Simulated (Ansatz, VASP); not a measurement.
**Two plane-wave programs on CsH2**

```
Cs H
1.0
     5.75006    0.00000    0.00000
     0.00000    5.75006    0.00000
     0.00000    0.00000    3.70362
Cs H
2 4
Direct
  0.00000 0.00000 0.00000
  0.50000 0.50000 0.50000
  0.30600 0.30600 0.00000
  0.19400 0.80600 0.50000
  0.69400 0.69400 0.00000
  0.80600 0.19400 0.50000
```

Alike in both runs: task relaxation of cell and atoms; functional PBE; k mesh 4 × 4 × 6; occupations gaussian, width 0.1 eV; no spin polarisation.

|  | VASP | Ansatz |
| --- | --- | --- |
| version | VASP 6.6.1 | Ansatz 0.2.0 |
| potentials or method | VASP PAW PBE potentials, release 64 (Cs_sv, H), cutoff 600 eV | scalar-relativistic, plane waves, PAW |
| valence electrons in the cell | 22 | 22 |

VASP gave:

```
gap on the k mesh at the Fermi level, each at its own relaxed structure (eV) : none
relaxed volume (Å³/atom)                                                     : 31.06
relaxed cell length with the largest relative difference (Å)                 : 4.531
```

Which values does Ansatz return?

gap on the k mesh at the Fermi level, each at its own relaxed structure (eV): none; relaxed volume (Å³/atom): 31.17; relaxed cell length with the largest relative difference (Å): 4.651.

A gap of «none» marks a metal or a gap that the smearing closes.

Spin-orbit coupling is off throughout. Noted on VASP's run: the volume moved by over 15 % at a fixed basis, so the end points are rough.
